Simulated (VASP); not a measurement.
# Al2Cu (P4/mmm) in VASP: further runs

The runs below take Al2Cu through single point, with PBEsol.

Program: VASP 6.6.1. These are calculated values, not measurements. Logs are shortened: lines on timing, memory, paths and dates and some standing lists are left out, and cuts for length are marked.

**1. The cell of the first run**

It takes space group P4/mmm (No. 123, tetragonal). Conventional cell: a = 4.023 Å, b = 4.023 Å, c = 2.891 Å, α = 90.00°, β = 90.00°, γ = 90.00°. Cu (site symmetry 4/mmm) has 8 Al at 2.48 Å and 2 Cu at 2.89 Å within 3.3 Å. Al (site symmetry mmm) has 4 Cu at 2.48 Å and 6 Al at 2.84 to 2.89 Å within 3.3 Å.

**2. Single point, PBEsol**

INCAR reads:

```
ALGO = Fast ; EDIFF = 1E-6
ENCUT = 520 ; GGA = PS
ISIF = 2 ; ISMEAR = -1
LASPH = T ; LCHARG = F
LREAL = F ; LWAVE = F
NBANDS = 16 ; NELM = 60
PREC = Accurate ; SIGMA = 0.05
```

KPOINTS reads:

```
k-points
0
Gamma
  6 6 8
```

POSCAR reads:

```
Al2Cu
1.0
    4.0230783600      0.0000000000      0.0000000000
    0.0000000000      4.0230783600      0.0000000000
    0.0000000000      0.0000000000      2.8913130000
Cu Al
1 2
Direct
    0.0000000000      0.0000000000      0.0000000000
    0.0000000000      0.5000000000      0.5000000000
    0.5000000000      0.0000000000      0.5000000000
```

Potentials or basis: VASP PAW PBE potentials, release 64 (Cu, Al).

Run with:

```sh
> cat potpaw_PBE.64/Cu/POTCAR potpaw_PBE.64/Al/POTCAR > POTCAR
> mpirun -np 1 vasp_std > vasp.out
```

OUTCAR:

```text
EDIFF = 1E-6
   ENCUT = 520
   GGA = PS
   ISIF = 2
   ISMEAR = -1
   LASPH = T
   LREAL = F
   NELM = 60
   PREC = Accurate

 ion  position               nearest neighbor table
   1  0.000  0.000  0.000-   2 2.48   3 2.48   2 2.48   3 2.48   2 2.48   2 2.48   3 2.48   3 2.48

   2  0.000  0.500  0.500-   1 2.48   1 2.48   1 2.48   1 2.48   3 2.84   3 2.84   3 2.84   3 2.84

   3  0.500  0.000  0.500-   1 2.48   1 2.48   1 2.48   1 2.48   2 2.84   2 2.84   2 2.84   2 2.84

  LATTYP: Found a simple tetragonal cell.
 ALAT       =     4.0230783600
 C/A-ratio  =     0.7186817510

  Lattice vectors:

 A1 = (   4.0230783600,   0.0000000000,   0.0000000000)
 A2 = (   0.0000000000,   4.0230783600,   0.0000000000)
 A3 = (   0.0000000000,   0.0000000000,   2.8913130000)

Analysis of symmetry for initial positions (statically):
=====================================================================
 Subroutine PRICEL returns:
 Original cell was already a primitive cell.

 Routine SETGRP: Setting up the symmetry group for a
 simple tetragonal supercell.

 Subroutine GETGRP returns: Found 16 space group operations
 (whereof 16 operations were pure point group operations)
 out of a pool of 16 trial point group operations.

The static configuration has the point symmetry D_4h.

Analysis of symmetry for dynamics (positions and initial velocities):
=====================================================================
 Subroutine PRICEL returns:
 Original cell was already a primitive cell.

 Routine SETGRP: Setting up the symmetry group for a
 simple tetragonal supercell.

 Subroutine GETGRP returns: Found 16 space group operations
 (whereof 16 operations were pure point group operations)
 out of a pool of 16 trial point group operations.

The dynamic configuration has the point symmetry D_4h.

 Subroutine INISYM returns: Found 16 space group operations
 (whereof 16 operations are pure point group operations),
 and found     1 'primitive' translations

----------------------------------------------------------------------------------------

                                     Primitive cell

  volume of cell :      46.7964

  direct lattice vectors                    reciprocal lattice vectors
     4.023078360  0.000000000  0.000000000     0.248565877  0.000000000  0.000000000
     0.000000000  4.023078360  0.000000000     0.000000000  0.248565877  0.000000000
     0.000000000  0.000000000  2.891313000     0.000000000  0.000000000  0.345863627

  length of vectors
     4.023078360  4.023078360  2.891313000     0.248565877  0.248565877  0.345863627

  position of ions in fractional coordinates (direct lattice)
     0.000000000  0.000000000  0.000000000
     0.000000000  0.500000000  0.500000000
     0.500000000  0.000000000  0.500000000

  ion indices of the primitive-cell ions
   primitive index   ion index
                 1           1
                 2           2
                 3           3

----------------------------------------------------------------------------------------

 KPOINTS: k-points

Automatic generation of k-mesh.
 Grid dimensions read from file:
 generate k-points for:    6    6    8

 Generating k-lattice:

  Cartesian coordinates                     Fractional coordinates (reciprocal lattice)
     0.041427646  0.000000000  0.000000000     0.166666667  0.000000000  0.000000000
     0.000000000  0.041427646  0.000000000     0.000000000  0.166666667  0.000000000
     0.000000000  0.000000000  0.043232953     0.000000000  0.000000000  0.125000000

  Length of vectors
     0.041427646  0.041427646  0.043232953

  Shift w.r.t. Gamma in fractional coordinates (k-lattice)
     0.000000000  0.000000000  0.000000000

 Subroutine IBZKPT returns following result:
 ===========================================

 Found     50 irreducible k-points:

 Following reciprocal coordinates:
            Coordinates               Weight
  0.000000  0.000000  0.000000      1.000000
  0.166667  0.000000  0.000000      4.000000
  0.333333  0.000000  0.000000      4.000000
  0.500000  0.000000  0.000000      2.000000
  0.166667  0.166667  0.000000      4.000000
  0.333333  0.166667  0.000000      8.000000
[... 16 lines left out ...]
  0.333333  0.000000  0.250000      8.000000
  0.500000  0.000000  0.250000      4.000000
 [... further k-points ...]
   k-points           NKPTS =     50   k-points in BZ     NKDIM =     50   number of bands    NBANDS=     16
   number of dos      NEDOS =    301   number of ions     NIONS =      3
   total plane-waves  NPLWV =  21600
   dimension x,y,z NGX =    30 NGY =   30 NGZ =   24
   dimension x,y,z NGXF=    60 NGYF=   60 NGZF=   48
   ions per type =               1   2
   NGX,Y,Z   is equivalent  to a cutoff of  12.40, 12.40, 13.80 a.u.
   NGXF,Y,Z  is equivalent  to a cutoff of  24.79, 24.79, 27.60 a.u.
 SYSTEM =  unknown system
   PREC   = accura    normal or accurate (medium, high low for compatibility)
   ISTART =      0    job   : 0-new  1-cont  2-samecut
   ICHARG =      2    charge: 1-file 2-atom 10-const
   ISPIN  =      1    spin polarized calculation?
   LNONCOLLINEAR =      F non collinear calculations
   LSORBIT =      F    spin-orbit coupling
   LASPH  =      T    aspherical Exc in radial PAW
   ENCUT  =  520.0 eV  38.22 Ry    6.18 a.u.   7.48  7.48  5.38*2*pi/ulx,y,z
   NELM   =     60;   NELMIN=  2; NELMDL= -5     # of ELM steps
   EDIFF  = 0.1E-05   stopping-criterion for ELM
   LREAL  =      F    real-space projection
   EDIFFG = 0.1E-04   stopping-criterion for IOM
   NSW    =      0    number of steps for IOM
   IBRION =     -1    ionic relax: 0-MD 1-quasi-New 2-CG
   NFREE  =      0    steps in history (QN), initial steepest desc. (CG)
   ISIF   =      2    stress and relaxation
   ISYM   =      2    0-nonsym 1-usesym 2-fastsym
   POTIM  = 0.5000    time-step for ionic-motion
   TEBEG  =    0.0;   TEEND  =   0.0 temperature during run
   PSTRESS=    0.0 pullay stress
   NELECT =      17.0000    total number of electrons
   NUPDOWN=      -1.0000    fix difference up-down
   EMIN   =  10.00;   EMAX   =-10.00  energy-range for DOS
   EFERMI =   0.00;   METHOD = LEGACY
   ISMEAR =    -1;   SIGMA  =   0.05  broadening in eV -4-tet -1-fermi 0-gaus
   EFERMI_NEDOS =   21; number of points for ismear=-14 and -15
   IALGO  =     68    algorithm
   IMIX   =      4    mixing-type and parameters
     AMIX     =   0.40;   BMIX     =  1.00
     AMIX_MAG =   1.60;   BMIX_MAG =  1.00
  volume/ion in A,a.u.               =      15.60       105.27
  Fermi-wavevector in a.u.,A,eV,Ry     =   1.168119  2.207425 18.565178  1.364502
  Thomas-Fermi vector in A             =   2.304610
   LORBIT       =      0    0 simple, 1 ext, 2 COOP (PROOUT), +10 PAW based schemes
   GGA     = PS    functional components
   LHFCALC =     F    Hartree Fock is set to
   AEXX    =    0.0000 exact exchange contribution
   IVDW    =     0    specifies the selected vdW correction
   LEPSILON=     F    determine dielectric tensor
   LRPA    =     F    only Hartree local field effects (RPA)
 non-spin polarized calculation
 RMM-DIIS sequential band-by-band and
  energy-cutoff  :      520.00
  volume of cell :       46.80
 maximum number of plane-waves:      1280
 NGX is ok and might be reduce to    30
   NGX = 15   NGY = 15   NGZ = 11

 number of electron      17.0000007 magnetization

 Free energy of the ion-electron system (eV)
  ---------------------------------------------------
  ext. energy  EPLUGINS =         0.00000000
  ---------------------------------------------------
  free energy    TOTEN  =       -12.54313219 eV

  energy without entropy =      -12.53466334  energy(sigma->0) =      -12.53889776

 E-fermi :   7.5239     XC(G=0): -10.6552

 val. band max:        7.4543174733   @ k =   0.5000   0.5000   0.5000
 cond. band min:       7.5364278252   @ k =   0.3333   0.0000   0.2500
 fundamental gap:      0.0821103518
 Fermi energy:         7.5238891521

 k-point     1 :       0.0000    0.0000    0.0000
  band No.  band energies     occupation
      1      -3.3141      2.00000
      2       1.9576      2.00000
      3       2.4049      2.00000
      4       3.1064      2.00000
      5       3.2614      2.00000
      6       3.2614      2.00000
[... 8 lines left out ...]
     15      14.7271      0.00000
     16      20.0171      0.00000

 k-point     2 :       0.1667    0.0000    0.0000
  band No.  band energies     occupation
      1      -3.0714      2.00000
      2       1.7846      2.00000
      3       2.3573      2.00000
      4       3.0404      2.00000
      5       3.2517      2.00000
      6       3.2628      2.00000
[... 8 lines left out ...]
     15      17.3344      0.00000
     16      19.0872      0.00000

 k-point     3 :       0.3333    0.0000    0.0000
  band No.  band energies     occupation
      1      -2.3819      2.00000
      2       0.7076      2.00000
      3       2.3404      2.00000
      4       2.9321      2.00000
      5       3.1437      2.00000
      6       3.2326      2.00000
[... 8 lines left out ...]
     15      17.4854      0.00000
     16      19.6425      0.00000

 k-point     4 :       0.5000    0.0000    0.0000
  band No.  band energies     occupation
      1      -1.6925      2.00000
      2      -0.2968      2.00000
      3       2.3586      2.00000
      4       2.8861      2.00000
      5       3.0512      2.00000
      6       3.2231      2.00000
[... 8 lines left out ...]
     15      16.9527      0.00000
     16      18.5320      0.00000
[... 324 lines left out ...]
 k-point    22 :       0.1667    0.0000    0.2500
  band No.  band energies     occupation
      1      -1.9555      2.00000
      2       2.1018      2.00000
      3       2.6195      2.00000
      4       2.6664      2.00000
      5       2.7450      2.00000
      6       3.1564      2.00000
[... 8 lines left out ...]
     15      15.7488      0.00000
     16      16.7087      0.00000

 k-point    23 :       0.3333    0.0000    0.2500
  band No.  band energies     occupation
      1      -1.2776      2.00000
      2       1.3483      2.00000
      3       2.6254      2.00000
      4       2.7031      2.00000
      5       2.9062      2.00000
      6       3.0793      2.00000
[... 8 lines left out ...]
     15      16.3898      0.00000
     16      17.6124      0.00000

 k-point    24 :       0.5000    0.0000    0.2500
  band No.  band energies     occupation
      1      -0.5640      2.00000
      2       0.4787      2.00000
      3       2.6379      2.00000
      4       2.7248      2.00000
      5       3.0394      2.00000
      6       3.1534      2.00000
[... 8 lines left out ...]
     15      17.5255      0.00000
     16      17.7343      0.00000

 [... further k-points ...]
[... 5 lines left out ...]
  --------------------------------------------------------------------------------------
  -------------------------------------------------------------------------------------
  Total        0.8157469      0.8157469      0.1493053      0.0000000     -0.0000000      0.0000000
  in kB       27.9289045     27.9289045      5.1117995      0.0000000     -0.0000000      0.0000000
  external PRESSURE =      20.3232028 kB  Pullay stress =       0.0000000 kB

 VOLUME and BASIS-vectors are now :
 -----------------------------------------------------------------------------
  energy-cutoff  :      520.00
  volume of cell :       46.80
      direct lattice vectors                 reciprocal lattice vectors
     4.023078360  0.000000000  0.000000000     0.248565877  0.000000000  0.000000000
     0.000000000  4.023078360  0.000000000     0.000000000  0.248565877  0.000000000
     0.000000000  0.000000000  2.891313000     0.000000000  0.000000000  0.345863627

 POSITION                                       TOTAL-FORCE (eV/Angst)
 -----------------------------------------------------------------------------------
      0.00000      0.00000      0.00000         0.000000      0.000000      0.000000
      0.00000      2.01154      1.44566         0.000000      0.000000      0.000000
      2.01154      0.00000      1.44566         0.000000      0.000000      0.000000
 -----------------------------------------------------------------------------------
    total drift:                               -0.000000     -0.000000     -0.000000

  FREE ENERGIE OF THE ION-ELECTRON SYSTEM (eV)
  ---------------------------------------------------
  free  energy   TOTEN  =       -12.5431321900 eV

  energy  without entropy=      -12.5346633365  energy(sigma->0) =      -12.53889776
```

Run time: 93 s. Hardware: 1 thread of AMD EPYC 7R13, shared host; peak memory 0.14 GiB.

Results:

| Property | Result |
| --- | --- |
| Free energy | -12.5431 eV |
| Pressure | 2.0 GPa |

Caveat: the PAW data sets were made with another functional, which shifts forces and pressure a little.

**3. Single point, PBEsol**

This run uses another cell than the first one, of 15.92 Å³/atom, 1.021 times its volume.

INCAR reads:

```
PREC = Accurate ; ENCUT = 520
EDIFF = 1E-6 ; ISMEAR = -1
SIGMA = 0.05 ; LREAL = F
LASPH = T ; NELM = 100
ALGO = Fast ; ISIF = 2
LWAVE = F ; LCHARG = F
GGA = PS ; NBANDS = 16
```

KPOINTS reads:

```
regular mesh
0
Gamma
  6 6 8
```

POSCAR reads:

```
Al2Cu
1.0
    4.0641301800      0.0000000000      0.0000000000
    0.0000000000      4.0641301800      0.0000000000
    0.0000000000      0.0000000000      2.8913130000
Cu Al
1 2
Direct
    0.0000000000      0.0000000000      0.0000000000
    0.0000000000      0.5000000000      0.5000000000
    0.5000000000      0.0000000000      0.5000000000
```

Potentials or basis: VASP PAW PBE potentials, release 64 (Cu, Al).

Run with:

```sh
> cat potpaw_PBE.64/Cu/POTCAR potpaw_PBE.64/Al/POTCAR > POTCAR
> mpirun -np 1 vasp_std > vasp.out
```

OUTCAR:

```text
PREC = Accurate
   ENCUT = 520
   EDIFF = 1E-6
   ISMEAR = -1
   LREAL = F
   LASPH = T
   NELM = 100
   ISIF = 2
   GGA = PS

 ion  position               nearest neighbor table
   1  0.000  0.000  0.000-   2 2.49   3 2.49   2 2.49   3 2.49   2 2.49   2 2.49   3 2.49   3 2.49

   2  0.000  0.500  0.500-   1 2.49   1 2.49   1 2.49   1 2.49   3 2.87   3 2.87   3 2.87   3 2.87

   3  0.500  0.000  0.500-   1 2.49   1 2.49   1 2.49   1 2.49   2 2.87   2 2.87   2 2.87   2 2.87

  LATTYP: Found a simple tetragonal cell.
 ALAT       =     4.0641301800
 C/A-ratio  =     0.7114223393

  Lattice vectors:
[... 641 lines left out ...]
     15      17.1795      0.00000
     16      17.3430      0.00000

 [... further k-points ...]
[... 5 lines left out ...]
  --------------------------------------------------------------------------------------
  -------------------------------------------------------------------------------------
  Total        0.4894540      0.4894540     -0.1067647      0.0000000     -0.0000000      0.0000000
  in kB       16.4207178     16.4207178     -3.5818536      0.0000000     -0.0000000      0.0000000
  external PRESSURE =       9.7531940 kB  Pullay stress =       0.0000000 kB

 VOLUME and BASIS-vectors are now :
 -----------------------------------------------------------------------------
  energy-cutoff  :      520.00
  volume of cell :       47.76
      direct lattice vectors                 reciprocal lattice vectors
     4.064130180  0.000000000  0.000000000     0.246055110  0.000000000  0.000000000
     0.000000000  4.064130180  0.000000000     0.000000000  0.246055110  0.000000000
     0.000000000  0.000000000  2.891313000     0.000000000  0.000000000  0.345863627

 POSITION                                       TOTAL-FORCE (eV/Angst)
 -----------------------------------------------------------------------------------
      0.00000      0.00000      0.00000         0.000000      0.000000      0.000000
      0.00000      2.03207      1.44566         0.000000      0.000000      0.000000
      2.03207      0.00000      1.44566         0.000000      0.000000      0.000000
 -----------------------------------------------------------------------------------
    total drift:                               -0.000000     -0.000000      0.000000

  FREE ENERGIE OF THE ION-ELECTRON SYSTEM (eV)
  ---------------------------------------------------
  free  energy   TOTEN  =       -12.5531933326 eV

  energy  without entropy=      -12.5438167133  energy(sigma->0) =      -12.54850502
```

It took 88 s on 1 thread of AMD EPYC 7R13, shared host; peak memory 0.14 GiB.

What came out:

- Free energy: -12.5532 eV
- Pressure: 1.0 GPa

Levels at points of the mesh, in eV from the Fermi level:
```
           k point  band 6  band 7  band 8  band 9  band 10  band 11  band 12  band 13
(0.00, 0.00, 0.00)   -4.20   -2.43   -2.43   -0.01     0.84     5.74     6.31     6.31
(0.50, 0.00, 0.00)   -4.23   -4.19   -1.08    1.56     1.75     2.01     7.16     8.42
(0.50, 0.50, 0.00)   -4.31   -4.23   -4.23   -2.53     8.53     8.53     9.08    10.05
(0.00, 0.00, 0.50)   -4.19   -3.16    2.48    2.48     2.57     2.69     2.69     3.02
(0.50, 0.00, 0.50)   -4.25   -3.19   -2.63   -1.82     3.61     3.96     4.34     5.01
(0.50, 0.50, 0.50)   -3.65   -2.35   -2.35   -1.05    -1.01    -0.12    -0.12     2.28
```

Caveat: the PAW data sets were made with another functional, which shifts forces and pressure a little.

(Part 1 of 2 ends here.)
